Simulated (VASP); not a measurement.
Here is a VASP 6.6.1 calculation.

INCAR

```
SYSTEM = Cd2S
  PREC = Accurate
  ENCUT = 540
  EDIFF = 1E-6
  ISMEAR = 0
  SIGMA = 0.05
  LREAL = .FALSE.
  LASPH = .TRUE.
  NELM = 120
  ALGO = Normal
  ISIF = 2
  LWAVE = .FALSE.
  LCHARG = .FALSE.
  GGA = PS
  NBANDS = 30
  GGA_COMPAT = .FALSE.
```

File KPOINTS:

```
regular mesh
0
G
  12 12 6
  0 0 0
```

Contents of POSCAR:

```
Cd2S
1.0
    3.7364015892      0.0000000000      0.0000000000
   -1.8682007946      3.2358186950      0.0000000000
    0.0000000000      0.0000000000      6.0003144168
Cd S
2 1
Direct
    0.6666666700      0.3333333300      0.5872776950
    0.3333333300      0.6666666700      0.9591924281
    0.3333333300      0.6666666700      0.3306868768
```

Potentials or basis: VASP PAW PBE potentials, release 64 (Cd_sv_GW, S).

The run is started by

```sh
$ cat potpaw_PBE.64/Cd_sv_GW/POTCAR potpaw_PBE.64/S/POTCAR > POTCAR
$ mpirun -np 1 vasp_std > vasp.out
```

Question: Predict the band gap on the k mesh.

Answer: Zero (band 23 reaches 4.15 eV, above the bottom of band 24 at 3.87 eV).

Question: What does it give for the largest force?

Answer: 2.854 eV/Å.

Stress tensor (GPa, compression positive):
```
-2.45  0.00  0.00
 0.00 -2.45  0.00
 0.00  0.00  2.61
```

Caveat: the cell differs from its parent crystal (strained); the PAW data sets were made with another functional, which shifts forces and pressure a little.
